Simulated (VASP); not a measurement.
A run of VASP 6.6.1:

File INCAR:

```
PREC = Accurate ; ENCUT = 520
EDIFF = 1E-7 ; ISMEAR = 1
SIGMA = 0.3 ; LREAL = False
LASPH = True ; NELM = 100
ALGO = Normal ; ISIF = 2
LWAVE = False ; LCHARG = False
GGA = CA ; NBANDS = 12
```

File KPOINTS:

```
regular mesh
0
Gamma
  13 13 13
```

Contents of POSCAR:

```
Au
1.0
    0.0000000000      2.0229622709      2.0229622709
    2.0229622709      0.0000000000      2.0229622709
    2.0229622709      2.0229622709      0.0000000000
Au
1
Direct
    0.0000000000      0.0000000000      0.0000000000
```

Potentials or basis: VASP PAW LDA potentials, release 64 (Au).

Run with:

```sh
$ cat potpaw_LDA.64/Au/POTCAR > POTCAR
$ mpirun -np 1 vasp_std > vasp.out
```

Hardware: 1 thread of Intel Xeon 8259CL, with other jobs on the host.

Estimate the wall time of this run.

It took 19 s on 1 thread of Intel Xeon 8259CL, with other jobs on the host, peak memory 0.14 GiB. Counts: scf iterations 11, k points 84.
